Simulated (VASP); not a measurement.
Crystal: Mo.

```xyz
1
Lattice="2.5502 0.0000 0.0000 0.0000 2.5502 0.0000 0.0000 0.0000 2.5502" Properties=species:S:1:pos:R:3 pbc="T T T"
Mo    0.0000    0.0000    0.0000
```

| Item | Value |
| --- | --- |
| Program | VASP 6.6.1 |
| Task | relaxation of cell and atoms |
| Functional | PBEsol |
| Potentials or basis | VASP PAW PBE potentials, release 64 (Mo_sv) |
| Cutoff | 600 eV |
| k mesh | 15 × 15 × 15 |
| Occupations | fermi-dirac, width 0.1 eV |
| Spin | no spin polarisation |

At the start: pressure 5.8 GPa; volume 16.58 Å³/atom.

Where does the relaxation end?

Over 4 steps the energy falls by 8.1 meV/atom and the volume is 17.04 Å³/atom (+2.7 %); space group Pm-3m (No. 221, to 0.05 Å).

Step by step:
| step | energy change (eV) | largest force (eV/Å) | pressure (GPa) | volume (Å³) |
| --- | --- | --- | --- | --- |
| 1 | 0.0000 | 0.0000 | 5.83 | 16.58 |
| 2 | 0.0283 | 0.0000 | -10.68 | 18.08 |
| 3 | -0.0081 | 0.0000 | -0.09 | 17.05 |
| 4 | -0.0081 | 0.0000 | 0.00 | 17.04 |

Final structure:
```
CELL_PARAMETERS angstrom
2.57321 0.00000 0.00000
0.00000 2.57321 0.00000
0.00000 0.00000 2.57321
ATOMIC_POSITIONS crystal
Mo 0.00000 0.00000 0.00000
```

Caveat: the PAW data sets were made with another functional, which shifts forces and pressure a little.
